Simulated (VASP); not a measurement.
The system is AlN.

```
Al N
1.0
     0.00000    2.03452    2.03452
     2.03452    0.00000    2.03452
     2.03452    2.03452    0.00000
Al N
1 1
Cartesian
  2.0345 2.0345 2.0345
  0.0000 0.0000 0.0000
```

Program: VASP 6.6.1. Alike in all runs: task single point; potentials or basis VASP PAW PBE potentials, release 64 (Al, N); no spin polarisation; cell as given; cutoff (eV) 520; smearing fermi-dirac 0.05 eV.

Task: Order these runs on this cell by their pressure, lowest first.
A. level PBE-based screened hybrid with 40 % exact exchange; k mesh 6 × 6 × 6; grid for exact exchange (PRECFOCK) Normal; share of exact exchange 0.4; screening parameter 0.2 1/Å
B. level PBE; k mesh 8 × 8 × 8
C. level PBE0; k mesh 8 × 8 × 8; grid for exact exchange (PRECFOCK) Normal; share of exact exchange 0.25

Result: A (-12.0 GPa), C (-7.5 GPa), B (0.0 GPa).

Caveats: some runs use coarse meshes; the PAW data sets were made with another functional, which shifts forces and pressure a little (at least some runs); the cell stands under tension (at least some runs).
